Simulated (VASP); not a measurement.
# CoSn3 (Fm-3m) in VASP: a series of runs

CoSn3 is run at these levels: PBEsol, r2SCAN; tasks: single point.

Everything below comes from runs of VASP 6.6.1. Logs are shortened: lines on timing, memory, paths and dates and some standing lists are left out, and cuts for length are marked.

### 1 The cell of the first run

The structure is cubic, space group Fm-3m (No. 225). The conventional cell has a = 6.959 Å, b = 6.959 Å, c = 6.959 Å, α = 90.00°, β = 90.00°, γ = 90.00°. Within 4.0 Å of Sn (site symmetry -43m) lie 10 Sn at 3.01 to 3.48 Å and 4 Co at 3.01 Å. Within 4.0 Å of Sn (site symmetry m-3m) lie 8 Sn at 3.01 Å and 6 Co at 3.48 Å. Co (site symmetry m-3m) has 14 Sn at 3.01 to 3.48 Å within 4.0 Å.

### 2 Single point, PBEsol, collinear spin, ferromagnetic start

INCAR

```
SYSTEM = CoSn3
PREC = Accurate ; ENCUT = 520
EDIFF = 1E-6 ; ISMEAR = 0
SIGMA = 0.1 ; LREAL = .FALSE.
LASPH = .TRUE. ; NELM = 150
ALGO = Fast ; ISIF = 2
LWAVE = .FALSE. ; LCHARG = .FALSE.
ISPIN = 2 ; MAGMOM = 0 0 0 2
LORBIT = 11 ; LMAXMIX = 4
GGA = PS ; NBANDS = 38
```

KPOINTS

```
regular mesh
0
G
  10 10 10
  0 0 0
```

POSCAR

```
CoSn3
1.0
    0.0000000000      3.4793051165      3.4793051165
    3.4793051165      0.0000000000      3.4793051165
    3.4793051165      3.4793051165      0.0000000000
Sn Co
3 1
Direct
    0.2500000000      0.2500000000      0.2500000000
    0.7500000000      0.7500000000      0.7500000000
    0.5000000000      0.5000000000      0.5000000000
    0.0000000000      0.0000000000      0.0000000000
```

Potentials or basis: VASP PAW PBE potentials, release 64 (Sn_d, Co).

On the command line:

```bash
$ cat potpaw_PBE.64/Sn_d/POTCAR potpaw_PBE.64/Co/POTCAR > POTCAR
$ mpirun -np 1 vasp_std > vasp.out
```

OUTCAR:

```text
SYSTEM = CoSn3
   PREC = Accurate
   ENCUT = 520
   EDIFF = 1E-6
   ISMEAR = 0
   LREAL = .FALSE.
   LASPH = .TRUE.
   NELM = 150
   ISIF = 2
   ISPIN = 2
   LORBIT = 11
   GGA = PS

 ion  position               nearest neighbor table
   1  0.250  0.250  0.250-   4 3.01   4 3.01   4 3.01   3 3.01   4 3.01   3 3.01   3 3.01   3 3.01
                             2 3.48   2 3.48   2 3.48   2 3.48   2 3.48   2 3.48
   2  0.750  0.750  0.750-   3 3.01   3 3.01   3 3.01   3 3.01   4 3.01   4 3.01   4 3.01   4 3.01
                             1 3.48   1 3.48   1 3.48   1 3.48   1 3.48   1 3.48
   3  0.500  0.500  0.500-   1 3.01   1 3.01   1 3.01   1 3.01   2 3.01   2 3.01   2 3.01   2 3.01

   4  0.000  0.000  0.000-   2 3.01   2 3.01   2 3.01   1 3.01   2 3.01   1 3.01   1 3.01   1 3.01

  LATTYP: Found a face centered cubic cell.
 ALAT       =     6.9586102330

  Lattice vectors:

 A1 = (   0.0000000000,   3.4793051165,   3.4793051165)
 A2 = (   3.4793051165,   0.0000000000,   3.4793051165)
 A3 = (   3.4793051165,   3.4793051165,   0.0000000000)

Analysis of symmetry for initial positions (statically):
=====================================================================
 Subroutine PRICEL returns:
 Original cell was already a primitive cell.

 Routine SETGRP: Setting up the symmetry group for a
 face centered cubic supercell.

 Subroutine GETGRP returns: Found 48 space group operations
 (whereof 48 operations were pure point group operations)
 out of a pool of 48 trial point group operations.

The static configuration has the point symmetry O_h .

Analysis of symmetry for dynamics (positions and initial velocities):
=====================================================================
 Subroutine PRICEL returns:
 Original cell was already a primitive cell.

 Routine SETGRP: Setting up the symmetry group for a
 face centered cubic supercell.

 Subroutine GETGRP returns: Found 48 space group operations
 (whereof 48 operations were pure point group operations)
 out of a pool of 48 trial point group operations.

The dynamic configuration has the point symmetry O_h .

Analysis of structural, dynamic, and magnetic symmetry:
=====================================================================
 Subroutine PRICEL returns:
 Original cell was already a primitive cell.

 Routine SETGRP: Setting up the symmetry group for a
 face centered cubic supercell.

 Subroutine GETGRP returns: Found 48 space group operations
 (whereof 48 operations were pure point group operations)
 out of a pool of 48 trial point group operations.

The overall configuration has the point symmetry O_h .

 Subroutine INISYM returns: Found 48 space group operations
 (whereof 48 operations are pure point group operations),
 and found     1 'primitive' translations

----------------------------------------------------------------------------------------

                                     Primitive cell

  volume of cell :      84.2379

  direct lattice vectors                    reciprocal lattice vectors
     0.000000000  3.479305116  3.479305116    -0.143706856  0.143706856  0.143706856
     3.479305116  0.000000000  3.479305116     0.143706856 -0.143706856  0.143706856
     3.479305116  3.479305116  0.000000000     0.143706856  0.143706856 -0.143706856

  length of vectors
     4.920480483  4.920480483  4.920480483     0.248907576  0.248907576  0.248907576

  position of ions in fractional coordinates (direct lattice)
     0.250000000  0.250000000  0.250000000
     0.750000000  0.750000000  0.750000000
     0.500000000  0.500000000  0.500000000
     0.000000000  0.000000000  0.000000000

  ion indices of the primitive-cell ions
   primitive index   ion index
                 1           1
                 2           2
                 3           3
                 4           4

----------------------------------------------------------------------------------------

 KPOINTS: regular mesh

Automatic generation of k-mesh.
 Grid dimensions read from file:
 generate k-points for:   10   10   10

 Generating k-lattice:

  Cartesian coordinates                     Fractional coordinates (reciprocal lattice)
    -0.014370686  0.014370686  0.014370686     0.100000000  0.000000000  0.000000000
     0.014370686 -0.014370686  0.014370686     0.000000000  0.100000000  0.000000000
     0.014370686  0.014370686 -0.014370686     0.000000000  0.000000000  0.100000000

  Length of vectors
     0.024890758  0.024890758  0.024890758

  Shift w.r.t. Gamma in fractional coordinates (k-lattice)
     0.000000000  0.000000000  0.000000000

 Subroutine IBZKPT returns following result:
 ===========================================

 Found     47 irreducible k-points:

 Following reciprocal coordinates:
            Coordinates               Weight
  0.000000  0.000000  0.000000      1.000000
  0.100000  0.000000  0.000000      8.000000
  0.200000  0.000000  0.000000      8.000000
  0.300000  0.000000  0.000000      8.000000
  0.400000  0.000000  0.000000      8.000000
  0.500000  0.000000  0.000000      4.000000
[... 16 lines left out ...]
  0.300000  0.300000  0.000000      6.000000
  0.400000  0.300000  0.000000     24.000000
 [... further k-points ...]
   k-points           NKPTS =     47   k-points in BZ     NKDIM =     47   number of bands    NBANDS=     38
   number of dos      NEDOS =    301   number of ions     NIONS =      4
   total plane-waves  NPLWV =  64000
   dimension x,y,z NGX =    40 NGY =   40 NGZ =   40
   dimension x,y,z NGXF=    80 NGYF=   80 NGZF=   80
   ions per type =               3   1
   NGX,Y,Z   is equivalent  to a cutoff of  13.51, 13.51, 13.51 a.u.
   NGXF,Y,Z  is equivalent  to a cutoff of  27.03, 27.03, 27.03 a.u.
 SYSTEM =  CoSn3
   PREC   = accura    normal or accurate (medium, high low for compatibility)
   ISTART =      0    job   : 0-new  1-cont  2-samecut
   ICHARG =      2    charge: 1-file 2-atom 10-const
   ISPIN  =      2    spin polarized calculation?
   LNONCOLLINEAR =      F non collinear calculations
   LSORBIT =      F    spin-orbit coupling
   LASPH  =      T    aspherical Exc in radial PAW
   ENCUT  =  520.0 eV  38.22 Ry    6.18 a.u.   9.15  9.15  9.15*2*pi/ulx,y,z
   NELM   =    150;   NELMIN=  2; NELMDL= -5     # of ELM steps
   EDIFF  = 0.1E-05   stopping-criterion for ELM
   LREAL  =      F    real-space projection
   EDIFFG = 0.1E-04   stopping-criterion for IOM
   NSW    =      0    number of steps for IOM
   IBRION =     -1    ionic relax: 0-MD 1-quasi-New 2-CG
   NFREE  =      0    steps in history (QN), initial steepest desc. (CG)
   ISIF   =      2    stress and relaxation
   ISYM   =      2    0-nonsym 1-usesym 2-fastsym
   POTIM  = 0.5000    time-step for ionic-motion
   TEBEG  =    0.0;   TEEND  =   0.0 temperature during run
   PSTRESS=    0.0 pullay stress
   NELECT =      51.0000    total number of electrons
   NUPDOWN=      -1.0000    fix difference up-down
   EMIN   =  10.00;   EMAX   =-10.00  energy-range for DOS
   EFERMI =   0.00;   METHOD = LEGACY
   ISMEAR =     0;   SIGMA  =   0.10  broadening in eV -4-tet -1-fermi 0-gaus
   EFERMI_NEDOS =   21; number of points for ismear=-14 and -15
   IALGO  =     68    algorithm
   IMIX   =      4    mixing-type and parameters
     AMIX     =   0.40;   BMIX     =  1.00
     AMIX_MAG =   1.60;   BMIX_MAG =  1.00
  volume/ion in A,a.u.               =      21.06       142.12
  Fermi-wavevector in a.u.,A,eV,Ry     =   1.384934  2.617146 26.096544  1.918042
  Thomas-Fermi vector in A             =   2.509391
   LORBIT       =     11    0 simple, 1 ext, 2 COOP (PROOUT), +10 PAW based schemes
   GGA     = PS    functional components
   LHFCALC =     F    Hartree Fock is set to
   AEXX    =    0.0000 exact exchange contribution
   IVDW    =     0    specifies the selected vdW correction
   LEPSILON=     F    determine dielectric tensor
   LRPA    =     F    only Hartree local field effects (RPA)
 spin polarized calculation
 RMM-DIIS sequential band-by-band and
 Gauss-broadening in eV      SIGMA  =   0.10
  energy-cutoff  :      520.00
  volume of cell :       84.24
 maximum number of plane-waves:      2288
 NGX is ok and might be reduce to    40
   NGX = 19   NGY = 19   NGZ = 19

 number of electron      50.9999987 magnetization       0.7631246

 Free energy of the ion-electron system (eV)
  ---------------------------------------------------
  ext. energy  EPLUGINS =         0.00000000
  ---------------------------------------------------
  free energy    TOTEN  =       -18.80041624 eV

  energy without entropy =      -18.78743760  energy(sigma->0) =      -18.79392692

 E-fermi :   9.2872     XC(G=0): -11.3734

 val. band max:        9.2805797454   @ k =   0.3000   0.0000   0.0000
 cond. band min:       9.2911546106   @ k =  -0.3000   0.2000   0.0000
 fundamental gap:      0.0105748653
 Fermi energy:         9.2872124175

 spin component 1

 k-point     1 :       0.0000    0.0000    0.0000
  band No.  band energies     occupation
      1     -12.3219      1.00000
      2     -12.3219      1.00000
      3     -12.3219      1.00000
      4     -12.2907      1.00000
      5     -12.2907      1.00000
      6     -12.0669      1.00000
[... 29 lines left out ...]
     36      22.0263      0.00000
     37      22.0356      0.00000

 k-point     2 :       0.1000    0.0000    0.0000
  band No.  band energies     occupation
      1     -12.3251      1.00000
      2     -12.3251      1.00000
      3     -12.3232      1.00000
      4     -12.2861      1.00000
      5     -12.2861      1.00000
      6     -12.0636      1.00000
[... 29 lines left out ...]
     36      20.9582      0.00000
     37      21.4213      0.00000
[... 838 lines left out ...]
     36      17.5408      0.00000
     37      17.7238      0.00000

 k-point    24 :       0.4000    0.3000    0.0000
  band No.  band energies     occupation
      1     -12.3593      1.00000
      2     -12.3572      1.00000
      3     -12.3033      1.00000
      4     -12.2541      1.00000
      5     -12.2293      1.00000
      6     -12.0634      1.00000
[... 29 lines left out ...]
     36      16.8952      0.00000
     37      18.0347      0.00000

 [... further k-points ...]

 spin component 2

 k-point     1 :       0.0000    0.0000    0.0000
  band No.  band energies     occupation
      1     -12.3241      1.00000
      2     -12.3241      1.00000
      3     -12.3241      1.00000
      4     -12.2961      1.00000
      5     -12.2961      1.00000
      6     -12.0724      1.00000
[... 29 lines left out ...]
     36      22.0460      0.00000
     37      22.0524      0.00000

 k-point     2 :       0.1000    0.0000    0.0000
  band No.  band energies     occupation
      1     -12.3274      1.00000
      2     -12.3274      1.00000
      3     -12.3255      1.00000
      4     -12.2914      1.00000
      5     -12.2914      1.00000
      6     -12.0691      1.00000
[... 29 lines left out ...]
     36      20.9774      0.00000
     37      21.4232      0.00000
[... 838 lines left out ...]
     36      17.5460      0.00000
     37      17.7178      0.00000

 k-point    24 :       0.4000    0.3000    0.0000
  band No.  band energies     occupation
      1     -12.3619      1.00000
      2     -12.3598      1.00000
      3     -12.3057      1.00000
      4     -12.2593      1.00000
      5     -12.2343      1.00000
      6     -12.0688      1.00000
[... 29 lines left out ...]
     36      16.9191      0.00000
     37      18.0353      0.00000

 [... further k-points ...]

 [bands above 37 left out]

------------------------ aborting loop because EDIFF is reached ----------------------------------------

  FORCE on cell =-STRESS in cart. coord.  units (eV):
  Direction    XX          YY          ZZ          XY          YZ          ZX
  --------------------------------------------------------------------------------------
  -------------------------------------------------------------------------------------
  Total       -0.0435793     -0.0435793     -0.0435793     -0.0000000      0.0000000      0.0000000
  in kB       -0.8288642     -0.8288642     -0.8288642     -0.0000000      0.0000000      0.0000000
  external PRESSURE =      -0.8288642 kB  Pullay stress =       0.0000000 kB

 VOLUME and BASIS-vectors are now :
 -----------------------------------------------------------------------------
  energy-cutoff  :      520.00
  volume of cell :       84.24
      direct lattice vectors                 reciprocal lattice vectors
     0.000000000  3.479305116  3.479305116    -0.143706856  0.143706856  0.143706856
     3.479305116  0.000000000  3.479305116     0.143706856 -0.143706856  0.143706856
     3.479305116  3.479305116  0.000000000     0.143706856  0.143706856 -0.143706856

 POSITION                                       TOTAL-FORCE (eV/Angst)
 -----------------------------------------------------------------------------------
      1.73965      1.73965      1.73965        -0.000000      0.000000     -0.000000
      5.21896      5.21896      5.21896         0.000000     -0.000000      0.000000
      3.47931      3.47931      3.47931        -0.000000      0.000000     -0.000000
      0.00000      0.00000      0.00000        -0.000000      0.000000     -0.000000
 -----------------------------------------------------------------------------------
    total drift:                               -0.000000     -0.000000      0.000000

  FREE ENERGIE OF THE ION-ELECTRON SYSTEM (eV)
  ---------------------------------------------------
  free  energy   TOTEN  =       -18.8004162379 eV

  energy  without entropy=      -18.7874376023  energy(sigma->0) =      -18.79392692

 total charge

# of ion       s       p       d       tot
------------------------------------------
    1        1.248   0.994  10.013  12.255
    2        1.248   0.994  10.013  12.255
    3        1.296   0.985  10.028  12.309
    4        0.330   0.211   7.358   7.900
--------------------------------------------------
tot          4.123   3.183  37.412  44.719

 magnetization (x)

# of ion       s       p       d       tot
------------------------------------------
    1        0.012  -0.039  -0.005  -0.031
    2        0.012  -0.039  -0.005  -0.031
    3       -0.009   0.009  -0.006  -0.006
    4        0.000  -0.006   0.964   0.959
--------------------------------------------------
tot          0.016  -0.073   0.948   0.890
```

Wall time 6.5 min (1 thread of Intel Xeon Platinum 8259CL at 2.50GHz (Skylake/Cascade Lake), shared host); peak memory 0.42 GiB.

What came out:

| Property | Result |
| --- | --- |
| Free energy | -18.8004 eV |
| Pressure | -0.1 GPa |
| Net moment | 0.76 μB per cell |
| Site moments | Sn -0.03, -0.01 (each value once); Co +0.96 μB |
| Valence electrons inside the program's atomic spheres | Sn 12.26, 12.31 (each value once); Co 7.90 |

Levels at points of the mesh, in eV from the Fermi level:
Spin up:
```tsv
k point	band 22	band 23	band 24	band 25	band 26	band 27	band 28	band 29	band 30	band 31
(0.00, 0.00, 0.00)	-1.30	-1.30	-1.01	-1.01	-1.01	0.53	0.53	0.53	1.78	1.78
(0.50, 0.00, 0.00)	-1.37	-1.37	-1.02	-1.02	-0.24	-0.24	-0.15	3.60	4.00	5.15
(0.50, 0.50, 0.00)	-1.43	-1.43	-1.21	-0.94	-0.69	4.19	4.19	4.36	5.04	5.04
```
Spin down:
| k point | band 23 | band 24 | band 25 | band 26 | band 27 | band 28 |
| --- | --- | --- | --- | --- | --- | --- |
| (0.00, 0.00, 0.00) | -1.03 | -1.03 | -0.56 | -0.56 | 1.18 | 1.18 |
| (0.50, 0.00, 0.00) | -1.08 | -0.56 | -0.56 | 0.50 | 0.50 | 0.53 |
| (0.50, 0.50, 0.00) | -0.58 | -0.43 | -0.13 | 0.25 | 4.24 | 4.24 |

Caveat: the PAW data sets were made with another functional, which shifts forces and pressure a little; spin-orbit coupling is left out, which moves the levels of the heavy elements.

### 3 Single point, r2SCAN

POSCAR is that of step 2.

INCAR.step1

```
  ALGO = Normal
  EDIFF = 1E-4
  ENCUT = 520
  GGA = PE
  ISMEAR = 0
  LASPH = T
  LCHARG = F
  LREAL = F
  LWAVE = T
  NBANDS = 34
  NELM = 80
  PREC = Accurate
  SIGMA = 0.1
```

INCAR.step2

```
  ALGO = Normal
  EDIFF = 1E-6
  ENCUT = 520
  ISIF = 2
  ISMEAR = 0
  ISTART = 1
  LASPH = T
  LCHARG = F
  LMIXTAU = T
  LREAL = F
  LWAVE = F
  METAGGA = R2SCAN
  NBANDS = 34
  NELM = 80
  PREC = Accurate
  SIGMA = 0.1
```

KPOINTS

```
k-points
0
Gamma
  10 10 10
```

Potentials or basis: VASP PAW PBE potentials, release 64 (Sn_d, Co).

On the command line:

```bash
$ cat potpaw_PBE.64/Sn_d/POTCAR potpaw_PBE.64/Co/POTCAR > POTCAR
$ cp INCAR.step1 INCAR
$ mpirun -np 1 vasp_std > vasp.out
$ cp INCAR.step2 INCAR
$ mpirun -np 1 vasp_std > vasp.out
```

Wall time 4.3 min (1 thread of Intel Xeon 6975P-C (Granite Rapids), shared host); peak memory 0.32 GiB.

It converged, with:

* Free energy: -84.6480 eV
* Pressure: 1.0 GPa
* Band gap on the k mesh: zero (an odd number of electrons rules out a gap without spin polarisation)

Levels at points of the mesh, in eV from the Fermi level:
```
           k point  band 23  band 24  band 25  band 26  band 27  band 28  band 29  band 30
(0.00, 0.00, 0.00)    -1.18    -1.18    -0.99    -0.99     0.88     0.88     0.88     1.78
(0.50, 0.00, 0.00)    -1.21    -0.97    -0.97     0.10     0.10     0.28     3.82     4.29
(0.50, 0.50, 0.00)    -0.98    -0.88    -0.57    -0.14     4.36     4.36     4.65     5.23
```

Caveat: the PAW data sets were made with another functional, which shifts forces and pressure a little; spin-orbit coupling is left out, which moves the levels of the heavy elements; the run has no spin polarisation, though such a crystal can be magnetic.
